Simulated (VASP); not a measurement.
## NaH: relaxation of cell and atoms with PBEsol

Crystal: NaH.

```
Na H
1.0
     0.00000    2.44000    2.44000
     2.44000    0.00000    2.44000
     2.44000    2.44000    0.00000
Na H
1 1
Direct
  0.00000 0.00000 0.00000
  0.50000 0.50000 0.50000
```

- Program: VASP 6.6.1
- Task: relaxation of cell and atoms
- Functional: PBEsol
- Potentials or basis: VASP PAW PBE potentials, release 64 (Na_pv, H)
- Cutoff: 600 eV
- k mesh: 12 × 12 × 12
- Occupations: fermi-dirac, width 0.05 eV
- Spin: no spin polarisation
- Dipole correction: no
- Further INCAR settings: ALGO = Normal; EDIFF = 1e-06; IBRION = 2; EDIFFG = -0.002; NSW = 100; ISIF = 3

* Relaxed volume: 13.76 Å³/atom
* Relaxed cell: a = 3.389 Å, b = 3.389 Å, c = 3.389 Å, α = 60.00°, β = 60.00°, γ = 60.00°
* Space group after relaxing (to 0.1 Å): Fm-3m (No. 225)
* Energy gained by relaxing: 2.9 meV/atom
* Ionic steps: 4
* Pressure after relaxing: 0.0 GPa
* Band gap on the k mesh: 3.60 eV (least direct gap 4.51 eV)

The path:
```tsv
step	energy change (eV)	largest force (eV/Å)	pressure (GPa)	volume (Å³)
1	0.0000	0.0000	-1.19	29.05
2	-0.0029	0.0000	-0.84	28.60
3	-0.0056	0.0000	-0.24	27.82
4	-0.0058	0.0000	0.02	27.52
```

Final structure:
```yaml
crystal:
  lattice:
    - [0.00000, 2.39628, 2.39628]
    - [2.39628, 0.00000, 2.39628]
    - [2.39628, 2.39628, 0.00000]
  atoms:
    - { symbol: Na, position: [0.00000, 0.00000, 0.00000] }
    - { symbol: H, position: [0.50000, 0.50000, 0.50000] }
```

Levels at points of the mesh, in eV from the valence-band top:
| k point | band 1 | band 2 | band 3 | band 4 | band 5 | band 6 | band 7 | band 8 |
| --- | --- | --- | --- | --- | --- | --- | --- | --- |
| (0.00, 0.00, 0.00) | -21.96 | -21.96 | -21.96 | -3.80 | 10.63 | 15.58 | 15.58 | 15.58 |
| (0.50, 0.00, 0.00) | -22.06 | -21.97 | -21.97 | -0.91 | 3.60 | 10.80 | 13.38 | 13.38 |
| (0.50, 0.50, 0.00) | -22.05 | -21.99 | -21.99 | -0.19 | 4.46 | 9.86 | 10.65 | 10.65 |

Wall time 47 s on 1 thread of Intel Xeon 8259CL, with other jobs on the host, peak memory 0.16 GiB.

Caveat: the PAW data sets were made with another functional, which shifts forces and pressure a little. A k mesh can miss the band edges.
